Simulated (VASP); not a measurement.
**AlN: single point with LDA**

AlN:

```
CELL_PARAMETERS angstrom
3.14032 0.00000 0.00000
-1.57016 2.71960 0.00000
0.00000 0.00000 5.02633
ATOMIC_POSITIONS crystal
Al 0.33333 0.66667 0.00152
Al 0.66667 0.33333 0.50152
N 0.33333 0.66667 0.38348
N 0.66667 0.33333 0.88348
```

```yaml
Program: VASP 6.6.1
Task: single point
Functional: LDA
Potentials_or_basis: VASP PAW LDA potentials, release 64 (Al, N)
Cutoff: 520 eV
k_mesh: 9 × 9 × 6
Occupations: gaussian, width 0.05 eV
Spin: no spin polarisation
Dipole_correction: no
Further_INCAR_settings: ALGO = Normal; EDIFF = 1e-06; NBANDS = 16
```

```
Pressure               : -9.1 GPa
Largest force          : 0.019 eV/Å
Band gap on the k mesh : 3.98 eV, direct
```

Forces in eV/Å, atoms in the order of the input:
```
Al   0.000  0.000  0.019
Al   0.000  0.000  0.019
N    0.000  0.000 -0.019
N    0.000  0.000 -0.019
```

Stress tensor (GPa, compression positive):
```
-9.29  0.00  0.00
 0.00 -9.29  0.00
 0.00  0.00 -8.67
```

Levels at points of the mesh, in eV from the valence-band top:
```tsv
k point	band 5	band 6	band 7	band 8	band 9	band 10	band 11	band 12
(0.00, 0.00, 0.00)	-0.87	-0.22	-0.22	0.00	3.98	6.30	10.26	10.74
(0.00, 0.00, 0.50)	-0.55	-0.55	-0.55	-0.55	6.18	6.18	9.92	9.92
```

Wall time 10 s on 1 thread of Intel(R) Xeon(R) 6975P-C (Granite Rapids), with other jobs on the host, peak memory 0.15 GiB.

A k mesh can miss the band edges.
